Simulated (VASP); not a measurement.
A run of VASP 6.6.1 is set up as follows.

INCAR

```
ALGO = Normal ; EDIFF = 1E-6
ENCUT = 520 ; GGA = PS
ISIF = 2 ; ISMEAR = 0
LASPH = T ; LCHARG = F
LREAL = F ; LWAVE = F
NBANDS = 15 ; NELM = 60
PREC = Accurate ; SIGMA = 0.15
```

Contents of KPOINTS:

```
k-points
0
Gamma
  18 18 18
```

The input POSCAR:

```
TaN
1.0
    0.0000000000      2.1790000000      2.2334750000
    2.1790000000      0.0000000000      2.2334750000
    2.1790000000      2.1790000000      0.0000000000
Ta N
1 1
Direct
    0.5000000000      0.5000000000      0.5000000000
    0.0000000000      0.0000000000      0.0000000000
```

Potentials or basis: VASP PAW PBE potentials, release 64 (Ta_pv, N).

Run with:

```console
$ cat potpaw_PBE.64/Ta_pv/POTCAR potpaw_PBE.64/N/POTCAR > POTCAR
$ mpirun -np 1 vasp_std > vasp.out
```

Task: What does it give for the pressure?

Result: -2.9 GPa.

Task: What does it give for the band gap on the k mesh?

Result: Zero (band 8 reaches 11.24 eV, above the bottom of band 9 at 7.38 eV).

Stress tensor (GPa, compression positive):
```
  1.76   0.00   0.00
  0.00   1.76   0.00
  0.00   0.00 -12.25
```

Caveat: the cell differs from its parent crystal (strain +0.000 along x and y, +0.025 along z); the PAW data sets were made with another functional, which shifts forces and pressure a little; spin-orbit coupling is left out, which moves the levels of the heavy elements.
